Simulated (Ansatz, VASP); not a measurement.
**Sc3NbO2 in VASP and in Ansatz**

```
CELL_PARAMETERS angstrom
4.07227 0.00000 0.00000
-2.03614 3.52669 0.00000
0.00000 0.00000 6.92523
ATOMIC_POSITIONS crystal
Sc 0.33333 0.66667 0.00000
Sc 0.66667 0.33333 0.00000
Sc 0.00000 0.00000 0.00000
Nb 0.00000 0.00000 0.50000
O 0.00000 0.00000 0.27677
O 0.00000 0.00000 0.72323
```

Alike in both runs: task single point; functional PBE; k mesh 6 × 6 × 4; occupations gaussian, width 0.1 eV; no spin polarisation.

|  | VASP | Ansatz |
| --- | --- | --- |
| version | VASP 6.6.1 | Ansatz 0.2.0 |
| potentials or method | VASP PAW PBE potentials, release 64 (Sc_sv, Nb_sv, O), cutoff 520 eV | scalar-relativistic, plane waves, PAW |
| valence electrons in the cell | 58 | 58 |

Ansatz gave:

| Quantity | Value |
| --- | --- |
| gap on the k mesh at the Fermi level (eV) | none |
| rms of the force components (eV/Å) | 7.395 |

**Question.** Estimate VASP's values.

**Answer.** gap on the k mesh at the Fermi level (eV): none; rms of the force components (eV/Å): 7.368.

Atom by atom the forces differ by 0.027 eV/Å (rms over components). A gap of «none» marks a metal or a gap that the smearing closes. With one functional, cell and mesh, what is left measures potentials, basis and numerics.
